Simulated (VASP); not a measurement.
# Cd (I4_1/amd) in VASP: notebook, part 2 of 2

VASP 6.6.1. The steps go on from the part before.

## (4) Single point, r2SCAN

This run uses another cell than the first one, of 22.18 Å³/atom, 0.910 times its volume.

Input file POSCAR:

```
Cd
1.0
   -2.7291817545      2.7291817545      1.4888190263
    2.7291817545     -2.7291817545      1.4888190263
    2.7291817545      2.7291817545     -1.4888190263
Cd
2
Direct
    0.0000000000      0.0000000000      0.0000000000
    0.7500000000      0.2500000000      0.5000000000
```

Input file INCAR.step1:

```
SYSTEM = Cd
PREC = Accurate
ENCUT = 520
ISMEAR = 0
SIGMA = 0.1
LREAL = .FALSE.
LASPH = .TRUE.
NELM = 100
NBANDS = 19
GGA = PE
ALGO = Normal
EDIFF = 1E-4
LWAVE = .TRUE.
LCHARG = .FALSE.
```

Input file INCAR.step2:

```
SYSTEM = Cd
PREC = Accurate
ENCUT = 520
EDIFF = 1E-7
ISMEAR = 0
SIGMA = 0.1
LREAL = .FALSE.
LASPH = .TRUE.
NELM = 100
ALGO = Normal
ISIF = 2
LWAVE = .FALSE.
LCHARG = .TRUE.
METAGGA = R2SCAN
LMIXTAU = .TRUE.
LELF = .TRUE.
LVHAR = .TRUE.
NBANDS = 19
ISTART = 1
```

Input file KPOINTS:

```
Automatic mesh
0
G
  8 8 8
  0 0 0
```

Potentials or basis: VASP PAW PBE potentials, release 64 (Cd).

On the command line:

```sh
$ cat potpaw_PBE.64/Cd/POTCAR > POTCAR
$ cp INCAR.step1 INCAR
$ mpirun -np 1 vasp_std > vasp.out
$ cp INCAR.step2 INCAR
$ mpirun -np 1 vasp_std > vasp.out
```

OUTCAR:

```text
SYSTEM = Cd
   PREC = Accurate
   ENCUT = 520
   EDIFF = 1E-7
   ISMEAR = 0
   LREAL = .FALSE.
   LASPH = .TRUE.
   NELM = 100
   ISIF = 2
   METAGGA = R2SCAN
   ISTART = 1

 ion  position               nearest neighbor table
   1  0.000  0.000  0.000-   2 2.83   2 2.83   2 2.83   2 2.83   2 3.53   2 3.53   2 3.53   2 3.53

   2  0.750  0.250  0.500-   1 2.83   1 2.83   1 2.83   1 2.83   1 3.53   1 3.53   1 3.53   1 3.53

  LATTYP: Found a body centered tetragonal cell.
 ALAT       =     5.4583635090
 C/A-ratio  =     0.5455184595

  Lattice vectors:

 A1 = (  -2.7291817545,   2.7291817545,   1.4888190263)
 A2 = (   2.7291817545,  -2.7291817545,   1.4888190263)
 A3 = (   2.7291817545,   2.7291817545,  -1.4888190263)

Analysis of symmetry for initial positions (statically):
=====================================================================
 Subroutine PRICEL returns:
 Original cell was already a primitive cell.

 Routine SETGRP: Setting up the symmetry group for a
 body centered tetragonal supercell.

 Subroutine GETGRP returns: Found 16 space group operations
 (whereof  8 operations were pure point group operations)
 out of a pool of 16 trial point group operations.

The static configuration has the point symmetry D_2d.
 The point group associated with its full space group is D_4h.

Analysis of symmetry for dynamics (positions and initial velocities):
=====================================================================
 Subroutine PRICEL returns:
 Original cell was already a primitive cell.

 Routine SETGRP: Setting up the symmetry group for a
 body centered tetragonal supercell.

 Subroutine GETGRP returns: Found 16 space group operations
 (whereof  8 operations were pure point group operations)
 out of a pool of 16 trial point group operations.

The dynamic configuration has the point symmetry D_2d.
 The point group associated with its full space group is D_4h.

 Subroutine INISYM returns: Found 16 space group operations
 (whereof  8 operations are pure point group operations),
 and found     1 'primitive' translations
[... 112 lines left out ...]
   IALGO  =     38    algorithm
   IMIX   =      4    mixing-type and parameters
     AMIX     =   0.40;   BMIX     =  1.00
     AMIX_MAG =   1.60;   BMIX_MAG =  1.00
  volume/ion in A,a.u.               =      22.18       149.67
  Fermi-wavevector in a.u.,A,eV,Ry     =   1.334001  2.520897 24.212382  1.779560
  Thomas-Fermi vector in A             =   2.462816
   LORBIT       =      0    0 simple, 1 ext, 2 COOP (PROOUT), +10 PAW based schemes
   METAGGA = R2SCAN    functional components
   LHFCALC =     F    Hartree Fock is set to
   AEXX    =    0.0000 exact exchange contribution
   IVDW    =     0    specifies the selected vdW correction
   LEPSILON=     F    determine dielectric tensor
   LRPA    =     F    only Hartree local field effects (RPA)
 non-spin polarized calculation
 Gauss-broadening in eV      SIGMA  =   0.10
  energy-cutoff  :      520.00
  volume of cell :       44.36
 maximum number of plane-waves:      1213
   NGX = 15   NGY = 15   NGZ = 15

 number of electron      23.9999995 magnetization

 Free energy of the ion-electron system (eV)
  ---------------------------------------------------
  ext. energy  EPLUGINS =         0.00000000
  ---------------------------------------------------
  free energy    TOTEN  =       -39.79853444 eV

  energy without entropy =      -39.79222870  energy(sigma->0) =      -39.79538157

 E-fermi :   2.5891     XC(G=0): -11.5624

 val. band max:        2.5748057074   @ k =  -0.2500  -0.3750   0.2500
 cond. band min:       2.5913643871   @ k =  -0.3750   0.3750   0.2500
 fundamental gap:      0.0165586796
 Fermi energy:         2.5890532410

 k-point     1 :       0.0000    0.0000    0.0000
  band No.  band energies     occupation
      1      -7.7681      2.00000
      2      -7.6423      2.00000
      3      -7.3297      2.00000
      4      -7.3284      2.00000
      5      -6.4320      2.00000
      6      -6.4320      2.00000
[... 505 lines left out ...]
      6      -6.6017      2.00000
[... 11 lines left out ...]
     18      14.2447      0.00000
     19      14.6510      0.00000

 [... further k-points ...]

------------------------ aborting loop because EDIFF is reached ----------------------------------------

  FORCE on cell =-STRESS in cart. coord.  units (eV):
  Direction    XX          YY          ZZ          XY          YZ          ZX
  --------------------------------------------------------------------------------------
  -------------------------------------------------------------------------------------
  Total        2.2154978      2.2154978      0.7632121      0.0000000      0.0000000      0.0000000
  in kB       80.0230473     80.0230473     27.5669697      0.0000000      0.0000000      0.0000000
  external PRESSURE =      62.5376881 kB  Pullay stress =       0.0000000 kB

 VOLUME and BASIS-vectors are now :
 -----------------------------------------------------------------------------
  energy-cutoff  :      520.00
  volume of cell :       44.36
      direct lattice vectors                 reciprocal lattice vectors
    -2.729181754  2.729181754  1.488819026     0.000000000  0.183205094  0.335836654
     2.729181754 -2.729181754  1.488819026     0.183205094  0.000000000  0.335836654
     2.729181754  2.729181754 -1.488819026     0.183205094  0.183205094  0.000000000

 POSITION                                       TOTAL-FORCE (eV/Angst)
 -----------------------------------------------------------------------------------
      0.00000      0.00000      0.00000         0.000000     -0.000000      0.000000
      0.00000      2.72918      0.74441        -0.000000      0.000000     -0.000000
 -----------------------------------------------------------------------------------
    total drift:                                0.000000     -0.000000      0.000000

  FREE ENERGIE OF THE ION-ELECTRON SYSTEM (eV)
  ---------------------------------------------------
  free  energy   TOTEN  =       -39.7985344406 eV

  energy  without entropy=      -39.7922287015  energy(sigma->0) =      -39.79538157
```

OSZICAR.step1:

```text
N       E                     dE             d eps       ncg     rms          rms(c)
DAV:   1     0.176794951679E+03    0.17679E+03   -0.13342E+04  2298   0.127E+03
DAV:   2     0.295963498875E+01   -0.17384E+03   -0.16763E+03  2334   0.330E+02
DAV:   3    -0.119853230611E+01   -0.41582E+01   -0.41502E+01  2578   0.585E+01
DAV:   4    -0.120598826425E+01   -0.74560E-02   -0.74556E-02  2448   0.237E+00
DAV:   5    -0.120601221967E+01   -0.23955E-04   -0.23955E-04  2307   0.128E-01    0.461E+00
DAV:   6    -0.111212788956E+01    0.93884E-01   -0.21477E-01  2454   0.550E+00    0.357E+00
DAV:   7    -0.110427576584E+01    0.78521E-02   -0.24191E-02  2431   0.143E+00    0.163E+00
DAV:   8    -0.110369687058E+01    0.57890E-03   -0.27676E-03  2381   0.659E-01    0.755E-02
DAV:   9    -0.110372816188E+01   -0.31291E-04   -0.11626E-05  1271   0.332E-02
   1 F= -.11037282E+01 E0= -.11004024E+01  d E =-.665143E-02
```

Run time: 1.9 min. Hardware: 1 thread of Intel Xeon Platinum 8488C (Sapphire Rapids), shared host; peak memory 0.2 GiB.

Results:

```
Free energy            : -39.7985 eV
Pressure               : 6.3 GPa
Band gap on the k mesh : zero (band 12 reaches 5.82 eV, above the bottom of band 13 at 0.36 eV)
```

Caveat: the PAW data sets were made with another functional, which shifts forces and pressure a little.

## (5) The runs side by side

| task | cell | k mesh | cutoff (eV) | gap on the mesh (eV) | pressure (GPa) |
| --- | --- | --- | --- | --- | --- |
| single point | a = 4.332 Å, angles 96.6, 96.6, 140.4°, 2 atoms | 6 × 6 × 6 | 520 | none | 0.4 |
| relaxation of cell and atoms | relaxed from a = 4.137 Å, angles 97.4, 97.4, 137.8°, 2 atoms | 6 × 6 × 6 | 600 | none | -0.1 |
| single point | a = 4.137 Å, angles 97.4, 97.4, 137.8°, 2 atoms | 8 × 8 × 8 | 520 | none | 6.3 |

Alike in all rows: level r2SCAN; potentials or basis VASP PAW PBE potentials, release 64 (Cd); no spin polarisation; smearing gaussian 0.1 eV.

Caveats: some runs use coarse meshes; the PAW data sets were made with another functional, which shifts forces and pressure a little.

Total energies depend on the potentials used, so only differences within one code and one set of settings carry meaning.
